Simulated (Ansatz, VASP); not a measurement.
**TiSi2 in VASP and in Ansatz**

```xyz
6
Lattice="-0.0359 4.0734 4.2796 2.3917 -0.0209 4.2796 2.3558 4.0525 0.0000" Properties=species:S:1:pos:R:3 pbc="T T T"
Ti    3.5337    6.0787    6.4119
Ti    2.3558    4.0525    4.2871
Si    1.1877    0.6970    2.1404
Si    1.1681    3.3555    2.1404
Si    2.3819    1.3084    4.2790
Si    2.3297    6.7966    4.2790
```

Change from the starting cell: strain along c alone, the other axes held, atoms relaxed: -2.0 %.

Alike in both runs: functional PBE; k mesh 10 × 10 × 10; occupations gaussian, width 0.1 eV; no spin polarisation.

Ansatz relaxed the structure, and its values are those at the end. VASP's run is a single point on that final structure, the one shown.

```csv
,VASP,Ansatz
version,VASP 6.6.1,Ansatz 0.2.0
potentials or method,"VASP PAW PBE potentials, release 64 (Ti_sv, Si), cutoff 520 eV","scalar-relativistic, plane waves, PAW"
valence electrons in the cell,40,40
```

|  | VASP | Ansatz | Ansatz less VASP |
| --- | --- | --- | --- |
| gap on the k mesh at the Fermi level (eV) | none | none | - |
| pressure (GPa) | 2.7 | 2.7 | +0.05 |
| rms of the force components (eV/Å) | 0.004 | 0.004 | -0.0002 |

A gap of «none» marks a metal or a gap that the smearing closes. The functional is the same, so the differences come from potentials, cutoffs and numerics. Ansatz's warnings: stress scf threshold loose.
